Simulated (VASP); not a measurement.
# Ti (P-1) in VASP: single point with r2SCAN

Aim: the single point of Ti with r2SCAN.

Program: VASP 6.6.1. These are calculated values, not measurements. Logs are shortened: lines on timing, memory, paths and dates and some standing lists are left out, and cuts for length are marked.

### 1 The cell of the first run

The typed cell holds 2 atoms: a = 3.252 Å, b = 3.308 Å, c = 3.202 Å, α = 86.80°, β = 88.07°, γ = 93.40°.

### 2 Single point, r2SCAN

Input file POSCAR:

```
Ti
1.0
    0.0980226617     -3.2497304005     -0.0557444538
   -3.3052455820      0.0980226617     -0.0918664785
   -0.0918664785     -0.0557444538     -3.2003932558
Ti
2
Direct
    0.5014602150      0.4972128937      0.5015457252
   -0.0014602150      0.0027871063     -0.0015457252
```

Input file INCAR.step1:

```
PREC     = Accurate       # precision mode
ENCUT    = 520            # plane-wave cutoff, eV
ISMEAR   = 0              # smearing method
SIGMA    = 0.15           # smearing width, eV
LREAL    = False          # projectors in reciprocal space
LASPH    = True           # aspherical terms in the spheres
NELM     = 80             # most SCF steps
NBANDS   = 19             # bands
GGA      = PE             # functional
ALGO     = Normal         # electronic algorithm
EDIFF    = 1E-4           # SCF threshold, eV
LWAVE    = True           # write WAVECAR
LCHARG   = False          # write CHGCAR
```

Input file INCAR.step2:

```
PREC     = Accurate       # precision mode
ENCUT    = 520            # plane-wave cutoff, eV
EDIFF    = 1E-6           # SCF threshold, eV
ISMEAR   = 0              # smearing method
SIGMA    = 0.15           # smearing width, eV
LREAL    = False          # projectors in reciprocal space
LASPH    = True           # aspherical terms in the spheres
NELM     = 80             # most SCF steps
ALGO     = Normal         # electronic algorithm
ISIF     = 2              # what is computed and relaxed
LWAVE    = False          # write WAVECAR
LCHARG   = False          # write CHGCAR
METAGGA  = R2SCAN         # meta-GGA
LMIXTAU  = True         
NBANDS   = 19             # bands
ISTART   = 1
```

Input file KPOINTS:

```
regular mesh
0
Gamma
  10 10 10
```

Potentials or basis: VASP PAW PBE potentials, release 64 (Ti_sv).

The run is started by

```console
> cat potpaw_PBE.64/Ti_sv/POTCAR > POTCAR
> cp INCAR.step1 INCAR
> mpirun -np 1 vasp_std > vasp.out
> cp INCAR.step2 INCAR
> mpirun -np 1 vasp_std > vasp.out
```

OUTCAR:

```text
PREC = Accurate
   ENCUT = 520
   EDIFF = 1E-6
   ISMEAR = 0
   LREAL = False
   LASPH = True
   NELM = 80
   ISIF = 2
   METAGGA = R2SCAN
   ISTART = 1

 ion  position               nearest neighbor table
   1  0.501  0.497  0.502-   2 2.66   2 2.68   2 2.83   2 2.84   2 2.85   2 2.88   2 2.88   2 2.91

   2  0.999  0.003  0.998-   1 2.66   1 2.68   1 2.83   1 2.84   1 2.85   1 2.88   1 2.88   1 2.91

  LATTYP: Found a triclinic cell.
 ALAT       =     3.2516862644
 B/A-ratio  =     3.0822621001
 C/A-ratio  =     1.3836010439
 COS(alpha) =     0.0045301827
 COS(beta)  =     0.6791810265
 COS(gamma) =     0.6987475014

  Lattice vectors:

 A1 = (  -0.0980226617,   3.2497304005,   0.0557444538)
 A2 = (  -6.7146700089,   6.7512505782,   3.1281492064)
 A3 = (   3.2072229203,   3.1517077388,   0.1476109323)

Analysis of symmetry for initial positions (statically):
=====================================================================
 Subroutine PRICEL returns:
 Original cell was already a primitive cell.

 Routine SETGRP: Setting up the symmetry group for a
 triclinic supercell.

 Subroutine GETGRP returns: Found  2 space group operations
 (whereof  1 operations were pure point group operations)
 out of a pool of  2 trial point group operations.

The static configuration has the point symmetry C_1 .
 The point group associated with its full space group is S_2 .

Analysis of symmetry for dynamics (positions and initial velocities):
=====================================================================
 Subroutine PRICEL returns:
 Original cell was already a primitive cell.

 Routine SETGRP: Setting up the symmetry group for a
 triclinic supercell.

 Subroutine GETGRP returns: Found  2 space group operations
 (whereof  1 operations were pure point group operations)
 out of a pool of  2 trial point group operations.

The dynamic configuration has the point symmetry C_1 .
 The point group associated with its full space group is S_2 .

 Subroutine INISYM returns: Found  2 space group operations
 (whereof  1 operations are pure point group operations),
 and found     1 'primitive' translations

----------------------------------------------------------------------------------------

                                     Primitive cell

  volume of cell :      34.3065

  direct lattice vectors                    reciprocal lattice vectors
     0.098022662 -3.249730400 -0.055744454    -0.009293642 -0.308094790  0.005633167
    -3.305245582  0.098022662 -0.091866479    -0.303071295 -0.009293642  0.008861462
    -0.091866479 -0.055744454 -3.200393256     0.008861462  0.005633167 -0.312814085

  length of vectors
     3.251686264  3.307974645  3.202196728     0.308286399  0.303343217  0.312990272

  position of ions in fractional coordinates (direct lattice)
     0.501460215  0.497212894  0.501545725
     0.998539785  0.002787106  0.998454275

  ion indices of the primitive-cell ions
   primitive index   ion index
                 1           1
                 2           2

----------------------------------------------------------------------------------------

 KPOINTS: regular mesh

Automatic generation of k-mesh.
 Grid dimensions read from file:
 generate k-points for:   10   10   10

 Generating k-lattice:

  Cartesian coordinates                     Fractional coordinates (reciprocal lattice)
    -0.000929364 -0.030809479  0.000563317     0.100000000 -0.000000000  0.000000000
    -0.030307130 -0.000929364  0.000886146    -0.000000000  0.100000000  0.000000000
     0.000886146  0.000563317 -0.031281409    -0.000000000 -0.000000000  0.100000000

  Length of vectors
     0.030828640  0.030334322  0.031299027

  Shift w.r.t. Gamma in fractional coordinates (k-lattice)
     0.000000000  0.000000000  0.000000000

 Subroutine IBZKPT returns following result:
 ===========================================

 Found    504 irreducible k-points:

 Following reciprocal coordinates:
            Coordinates               Weight
  0.000000  0.000000  0.000000      1.000000
  0.100000 -0.000000  0.000000      2.000000
  0.200000 -0.000000  0.000000      2.000000
  0.300000 -0.000000  0.000000      2.000000
  0.400000  0.000000 -0.000000      2.000000
  0.500000 -0.000000  0.000000      1.000000
[... 16 lines left out ...]
 -0.400000  0.200000 -0.000000      2.000000
 -0.300000  0.200000 -0.000000      2.000000
 [... further k-points ...]
   k-points           NKPTS =    504   k-points in BZ     NKDIM =    504   number of bands    NBANDS=     19
   number of dos      NEDOS =    301   number of ions     NIONS =      2
   total plane-waves  NPLWV =  16128
   dimension x,y,z NGX =    24 NGY =   28 NGZ =   24
   dimension x,y,z NGXF=    48 NGYF=   56 NGZF=   48
   ions per type =               2
   NGX,Y,Z   is equivalent  to a cutoff of  12.27, 14.07, 12.46 a.u.
   NGXF,Y,Z  is equivalent  to a cutoff of  24.54, 28.14, 24.92 a.u.
 SYSTEM =  unknown system
   PREC   = accura    normal or accurate (medium, high low for compatibility)
   ISTART =      1    job   : 0-new  1-cont  2-samecut
   ICHARG =      0    charge: 1-file 2-atom 10-const
   ISPIN  =      1    spin polarized calculation?
   LNONCOLLINEAR =      F non collinear calculations
   LSORBIT =      F    spin-orbit coupling
   LASPH  =      T    aspherical Exc in radial PAW
   ENCUT  =  520.0 eV  38.22 Ry    6.18 a.u.   6.05  6.15  5.95*2*pi/ulx,y,z
   NELM   =     80;   NELMIN=  2; NELMDL=  0     # of ELM steps
   EDIFF  = 0.1E-05   stopping-criterion for ELM
   LREAL  =      F    real-space projection
   EDIFFG = 0.1E-04   stopping-criterion for IOM
   NSW    =      0    number of steps for IOM
   IBRION =     -1    ionic relax: 0-MD 1-quasi-New 2-CG
   NFREE  =      0    steps in history (QN), initial steepest desc. (CG)
   ISIF   =      2    stress and relaxation
   ISYM   =      2    0-nonsym 1-usesym 2-fastsym
   POTIM  = 0.5000    time-step for ionic-motion
   TEBEG  =    0.0;   TEEND  =   0.0 temperature during run
   PSTRESS=    0.0 pullay stress
   NELECT =      24.0000    total number of electrons
   NUPDOWN=      -1.0000    fix difference up-down
   EMIN   =  10.00;   EMAX   =-10.00  energy-range for DOS
   EFERMI =   0.00;   METHOD = LEGACY
   ISMEAR =     0;   SIGMA  =   0.15  broadening in eV -4-tet -1-fermi 0-gaus
   EFERMI_NEDOS =   21; number of points for ismear=-14 and -15
   IALGO  =     38    algorithm
   IMIX   =      4    mixing-type and parameters
     AMIX     =   0.40;   BMIX     =  1.00
     AMIX_MAG =   1.60;   BMIX_MAG =  1.00
  volume/ion in A,a.u.               =      17.15       115.76
  Fermi-wavevector in a.u.,A,eV,Ry     =   1.453293  2.746326 28.736332  2.112061
  Thomas-Fermi vector in A             =   2.570576
   LORBIT       =      0    0 simple, 1 ext, 2 COOP (PROOUT), +10 PAW based schemes
   METAGGA = R2SCAN    functional components
   LHFCALC =     F    Hartree Fock is set to
   AEXX    =    0.0000 exact exchange contribution
   IVDW    =     0    specifies the selected vdW correction
   LEPSILON=     F    determine dielectric tensor
   LRPA    =     F    only Hartree local field effects (RPA)
 non-spin polarized calculation
 Gauss-broadening in eV      SIGMA  =   0.15
  energy-cutoff  :      520.00
  volume of cell :       34.31
 maximum number of plane-waves:       941
   NGX = 13   NGY = 13   NGZ = 11

 number of electron      24.0000000 magnetization

 Free energy of the ion-electron system (eV)
  ---------------------------------------------------
  ext. energy  EPLUGINS =         0.00000000
  ---------------------------------------------------
  free energy    TOTEN  =       -25.62292595 eV

  energy without entropy =      -25.57107778  energy(sigma->0) =      -25.59700187

 E-fermi :   8.2393     XC(G=0): -12.4592

 val. band max:        8.2391634638   @ k =   0.2000  -0.4000   0.3000
 cond. band min:       8.2410859845   @ k =  -0.2000  -0.3000   0.4000
 fundamental gap:      0.0019225207
 Fermi energy:         8.2392812781

 k-point     1 :       0.0000    0.0000    0.0000
  band No.  band energies     occupation
      1     -50.6362      2.00000
      2     -50.3796      2.00000
      3     -26.0746      2.00000
      4     -25.8486      2.00000
      5     -25.8307      2.00000
      6     -25.4630      2.00000
[... 11 lines left out ...]
     18      12.3007      0.00000
     19      12.8486      0.00000

 k-point     2 :       0.1000   -0.0000    0.0000
  band No.  band energies     occupation
      1     -50.6289      2.00000
      2     -50.3849      2.00000
      3     -26.0603      2.00000
      4     -25.8473      2.00000
      5     -25.8213      2.00000
      6     -25.4771      2.00000
[... 11 lines left out ...]
     18      12.0943      0.00000
     19      12.5751      0.00000

 k-point     3 :       0.2000   -0.0000    0.0000
  band No.  band energies     occupation
      1     -50.6082      2.00000
      2     -50.4004      2.00000
      3     -26.0200      2.00000
      4     -25.8402      2.00000
      5     -25.7927      2.00000
      6     -25.5294      2.00000
[... 11 lines left out ...]
     18      11.5304      0.00000
     19      12.1514      0.00000

 k-point     4 :       0.3000   -0.0000    0.0000
  band No.  band energies     occupation
      1     -50.5766      2.00000
      2     -50.4256      2.00000
      3     -25.9611      2.00000
      4     -25.8156      2.00000
      5     -25.7482      2.00000
      6     -25.6155      2.00000
[... 407 lines left out ...]
     18      11.8229      0.00000
     19      12.0052      0.00000

 k-point    23 :      -0.4000    0.2000   -0.0000
  band No.  band energies     occupation
      1     -50.5451      2.00000
      2     -50.4451      2.00000
      3     -26.1004      2.00000
      4     -25.8774      2.00000
      5     -25.7153      2.00000
      6     -25.5878      2.00000
[... 11 lines left out ...]
     18      11.8937      0.00000
     19      12.2805      0.00000

 k-point    24 :      -0.3000    0.2000   -0.0000
  band No.  band energies     occupation
      1     -50.5741      2.00000
      2     -50.4214      2.00000
      3     -26.1277      2.00000
      4     -25.7895      2.00000
      5     -25.7593      2.00000
      6     -25.6441      2.00000
[... 11 lines left out ...]
     18      11.6663      0.00000
     19      12.6238      0.00000

 [... further k-points ...]

------------------------ aborting loop because EDIFF is reached ----------------------------------------

  FORCE on cell =-STRESS in cart. coord.  units (eV):
  Direction    XX          YY          ZZ          XY          YZ          ZX
  --------------------------------------------------------------------------------------
  -------------------------------------------------------------------------------------
  Total        0.2548543      0.1737425      0.0184518      0.3798104     -0.0569942     -0.3323517
  in kB       11.9021786      8.1141013      0.8617340     17.7378643     -2.6617377    -15.5214527
  external PRESSURE =       6.9593380 kB  Pullay stress =       0.0000000 kB

 VOLUME and BASIS-vectors are now :
 -----------------------------------------------------------------------------
  energy-cutoff  :      520.00
  volume of cell :       34.31
      direct lattice vectors                 reciprocal lattice vectors
     0.098022662 -3.249730400 -0.055744454    -0.009293642 -0.308094790  0.005633167
    -3.305245582  0.098022662 -0.091866479    -0.303071295 -0.009293642  0.008861462
    -0.091866479 -0.055744454 -3.200393256     0.008861462  0.005633167 -0.312814085

 POSITION                                       TOTAL-FORCE (eV/Angst)
 -----------------------------------------------------------------------------------
     -1.64033     -1.60883     -1.67877        -0.080795      0.017397      0.054488
     -0.00306     -3.30037     -3.25137         0.080795     -0.017397     -0.054488
 -----------------------------------------------------------------------------------
    total drift:                               -0.000000     -0.000000     -0.000000

  FREE ENERGIE OF THE ION-ELECTRON SYSTEM (eV)
  ---------------------------------------------------
  free  energy   TOTEN  =       -25.6229259518 eV

  energy  without entropy=      -25.5710777846  energy(sigma->0) =      -25.59700187
```

Run time: 21 min. Hardware: 1 thread of Intel Xeon 8259CL, shared host; peak memory 0.36 GiB.

Results:

| Quantity | Value |
| --- | --- |
| Free energy | -25.6229 eV |
| Pressure | 0.7 GPa |
| Largest force | 0.099 eV/Å |
| Band gap on the k mesh | zero (bands 12 and 13 overlap by 1.72 eV) |

Forces on the atoms (eV/Å):
```
Ti  -0.081  0.017  0.054
Ti   0.081 -0.017 -0.054
```

Stress tensor (GPa, compression positive):
```
 1.19  1.77 -1.55
 1.77  0.81 -0.27
-1.55 -0.27  0.09
```

Caveat: the PAW data sets were made with another functional, which shifts forces and pressure a little.
